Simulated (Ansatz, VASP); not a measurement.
## Two plane-wave programs on RbCl

```
Rb Cl
1.0
     0.00000    3.31431    3.31431
     3.31431    0.00000    3.31431
     3.31431    3.31431    0.00000
Rb Cl
1 1
Direct
  0.00000 0.00000 0.00000
  0.50000 0.50000 0.50000
```

Alike in both runs: task single point; functional PBE; k mesh 6 × 6 × 6; no spin polarisation.

|  | VASP | Ansatz |
| --- | --- | --- |
| version | VASP 6.6.1 | Ansatz 0.2.0 |
| potentials or method | VASP PAW PBE potentials, release 64 (Rb_sv, Cl) | plane waves, PAW |
| plane-wave cutoff (eV) | 500 | 420 |
| occupations | gaussian, width 0.01 eV | fixed |
| valence electrons in the cell | 16 | 16 |

|  | VASP | Ansatz | Ansatz less VASP |
| --- | --- | --- | --- |
| gap on the k mesh at the Fermi level (eV) | 4.93 | 4.93 | +0.003 |
| pressure (GPa) | 0.5 | 0.5 | +0.01 |
